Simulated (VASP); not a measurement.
Here is a VASP 6.6.1 calculation.

The input INCAR:

```
SYSTEM = Hf
PREC = Accurate
ENCUT = 520
EDIFF = 1E-7
ISMEAR = -1
SIGMA = 0.05
LREAL = .FALSE.
LASPH = .TRUE.
NELM = 100
ALGO = Normal
ISIF = 2
LWAVE = .FALSE.
LCHARG = .FALSE.
GGA = PS
NBANDS = 11
```

File KPOINTS:

```
Automatic mesh
0
G
  10 10 10
  0 0 0
```

The input POSCAR:

```
Hf
1.0
   -1.7207583999      1.7207583999      1.7207583999
    1.7207583999     -1.7207583999      1.7207583999
    1.7207583999      1.7207583999     -1.7207583999
Hf
1
Direct
    0.0000000000      0.0000000000      0.0000000000
```

Potentials or basis: VASP PAW PBE potentials, release 64 (Hf_pv).

Launch:

```console
$ cat potpaw_PBE.64/Hf_pv/POTCAR > POTCAR
$ mpirun -np 1 vasp_std > vasp.out
```

(1) Estimate the pressure.

(2) Predict the band gap on the k mesh.

## Answers

(1) 4.8 GPa.

(2) zero (band 5 reaches 6.63 eV, above the bottom of band 6 at 4.22 eV).

Caveat: the PAW data sets were made with another functional, which shifts forces and pressure a little; spin-orbit coupling is left out, which moves the levels of the heavy elements.
